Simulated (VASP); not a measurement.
The system is Si.

```
Si
1.0
    -1.65882    1.65882    1.34623
     1.65882   -1.65882    1.34623
     1.65882    1.65882   -1.34623
Si
1
Direct
  0.00000 0.00000 0.00000
```

Base run:

```yaml
Program: VASP 6.6.1
Functional: PBEsol
Potentials_or_basis: VASP PAW PBE potentials, release 64 (Si)
Cutoff: 520 eV
k_mesh: 13 × 13 × 13
Occupations: fermi-dirac, width 0.05 eV
Spin: no spin polarisation
```

Its results: band gap on the k mesh zero (band 2 reaches 19.22 eV, above the bottom of band 3 at 6.45 eV); pressure -4.1 GPa.

**Question.** The run is repeated on the same cell with these changes: functional from PBEsol to r2SCAN; further incar settings from ALGO = Normal; EDIFF = 1e-06; NBANDS = 8 to ALGO = Normal; EDIFF = 1e-07; NBANDS = 8. What comes out?

**Answer.** Band gap on the k mesh zero (band 2 reaches 19.80 eV, above the bottom of band 3 at 6.31 eV); pressure -4.8 GPa.

Caveats: the PAW data sets were made with another functional, which shifts forces and pressure a little.
